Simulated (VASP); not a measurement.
A run of VASP 6.6.1:

The input INCAR:

```
SYSTEM = AlIr
PREC = Accurate ; ENCUT = 500
EDIFF = 1E-6 ; ISMEAR = 0
SIGMA = 0.1 ; LREAL = .FALSE.
LASPH = .TRUE. ; NELM = 120
ALGO = Normal ; ISIF = 2
LWAVE = .FALSE. ; LCHARG = .TRUE.
LELF = .TRUE. ; LVHAR = .TRUE.
NBANDS = 13 ; GGA_COMPAT = .FALSE.
```

The input KPOINTS:

```
regular mesh
0
G
  9 9 9
  0 0 0
```

The input POSCAR:

```
AlIr
1.0
    2.9831795939      0.0000000000      0.0000000000
    0.0000000000      2.9831795939      0.0000000000
    0.0000000000      0.0000000000      2.9831795939
Al Ir
1 1
Direct
    0.0000000000      0.0000000000      0.0000000000
    0.5000000000      0.5000000000      0.5000000000
```

Potentials or basis: VASP PAW LDA potentials, release 64 (Al, Ir).

Run with:

```bash
$ cat potpaw_LDA.64/Al/POTCAR potpaw_LDA.64/Ir/POTCAR > POTCAR
$ mpirun -np 1 vasp_std > vasp.out
```

Hardware: 1 thread of Intel(R) Xeon(R) 6975P-C (Granite Rapids), with other jobs on the host.

Problem. Estimate the wall time of this run.

Solution. Wall time 3.4 s on 1 thread of Intel(R) Xeon(R) 6975P-C (Granite Rapids), with other jobs on the host, peak memory 0.13 GiB. Counts: scf iterations 11, k points 35.
